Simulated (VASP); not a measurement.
Input of a VASP 6.6.1 run:

File INCAR:

```
SYSTEM = BN
PREC = Accurate
ENCUT = 520
EDIFF = 1E-7
ISMEAR = -1
SIGMA = 0.02
LREAL = .False.
LASPH = .True.
NELM = 80
ALGO = Normal
ISIF = 2
LWAVE = .False.
LCHARG = .False.
GGA = PS
NBANDS = 11
```

The input KPOINTS:

```
regular mesh
0
Gamma
  11 11 11
  0 0 0
```

Contents of POSCAR:

```
BN
1.0
    0.0000000000      3.4953200000      2.1660900000
    1.2516300000      0.0000000000      2.1660900000
    1.2516300000      3.4953200000      0.0000000000
B N
1 1
Direct
    0.0000500000      0.0000500000      0.9999500000
    0.6666666667      0.6666666667      0.3333333333
```

Potentials or basis: VASP PAW PBE potentials, release 64 (B, N).

Command:

```bash
$ cat potpaw_PBE.64/B/POTCAR potpaw_PBE.64/N/POTCAR > POTCAR
$ mpirun -np 1 vasp_std > vasp.out
```

Estimate the pressure.

0.9 GPa.

Estimate the band gap on the k mesh.

3.76 eV, indirect (least direct gap 4.65 eV).

Stress tensor (GPa, compression positive):
```
1.22 0.00 0.00
0.00 0.07 0.00
0.00 0.00 1.27
```

Caveat: the PAW data sets were made with another functional, which shifts forces and pressure a little. A k mesh can miss the band edges.
